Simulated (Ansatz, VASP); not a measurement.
# BaMgPF: VASP beside Ansatz

```
CELL_PARAMETERS angstrom
4.23881 0.00000 0.00000
0.00000 4.23881 0.00000
0.00000 0.00000 9.23983
ATOMIC_POSITIONS crystal
Ba 0.50000 0.00000 0.15919
Ba 0.00000 0.50000 0.84081
P 0.50000 0.00000 0.65767
P 0.00000 0.50000 0.34233
Mg 0.50000 0.50000 0.50000
Mg 0.00000 0.00000 0.50000
F 0.50000 0.50000 0.00000
F 0.00000 0.00000 0.00000
```

Alike in both runs: functional LDA; k mesh 6 × 6 × 4; occupations gaussian, width 0.02 eV; no spin polarisation.

Ansatz relaxed the structure, and its values are those at the end. VASP's run is a single point on that final structure, the one shown.

|  | VASP | Ansatz |
| --- | --- | --- |
| version | VASP 6.6.1 | Ansatz 0.2.0 |
| potentials or method | VASP PAW LDA potentials, release 64 (Ba_sv, P, Mg, F), cutoff 520 eV | scalar-relativistic, plane waves, PAW |
| valence electrons in the cell | 48 | 64 |

VASP gave:

```
gap on the k mesh at the Fermi level (eV) : 1.61
least direct gap on the mesh (eV)         : 1.61
pressure (GPa)                            : 0.7
rms of the force components (eV/Å)        : 0.062
```

Task: What did Ansatz give for the same quantities?

Result: gap on the k mesh at the Fermi level (eV): 1.64; least direct gap on the mesh (eV): 1.64; pressure (GPa): 0.0; rms of the force components (eV/Å): 0.000.

LDA's correlation is that of Perdew and Zunger in VASP and of Perdew and Wang (1992) in Ansatz. VASP's potentials hold 48 valence electrons a cell and Ansatz's 64, so a difference there can come from the potentials and not from the codes.

Neither program's run includes spin-orbit coupling.
